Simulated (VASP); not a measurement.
CaO, 2 atoms in the cell. The structure is cubic, space group Fm-3m (No. 225). The conventional cell has a = 5.009 Å, b = 5.009 Å, c = 5.009 Å, α = 90.00°, β = 90.00°, γ = 90.00°. Within 3.3 Å of Ca (site symmetry m-3m) lie 6 O at 2.50 Å. O (site symmetry m-3m) has 6 Ca at 2.50 Å within 3.3 Å. 

- Program: VASP 6.6.1
- Task: single point
- Functional: PBE
- Potentials or basis: VASP PAW PBE potentials, release 64 (Ca_sv, O)
- Cutoff: 600 eV
- k mesh: 7 × 7 × 7
- Occupations: gaussian, width 0.01 eV
- Spin: no spin polarisation
- Dipole correction: no
- Further INCAR settings: ALGO = Normal; EDIFF = 1e-06; NBANDS = 15

Potentials or basis: VASP PAW PBE potentials, release 64 (Ca_sv, O).

The run is started by

```bash
$ cat potpaw_PBE.64/Ca_sv/POTCAR potpaw_PBE.64/O/POTCAR > POTCAR
$ mpirun -np 1 vasp_std > vasp.out
```

Hardware: 1 thread of Intel(R) Xeon(R) Platinum 8488C (Sapphire Rapids), on a shared host.

Problem. How long does it take, and how much memory?

Solution. Run time: 12 s on 1 thread of Intel(R) Xeon(R) Platinum 8488C (Sapphire Rapids), on a shared host, peak memory 0.16 GiB. Counts: scf iterations 13, k points 20.
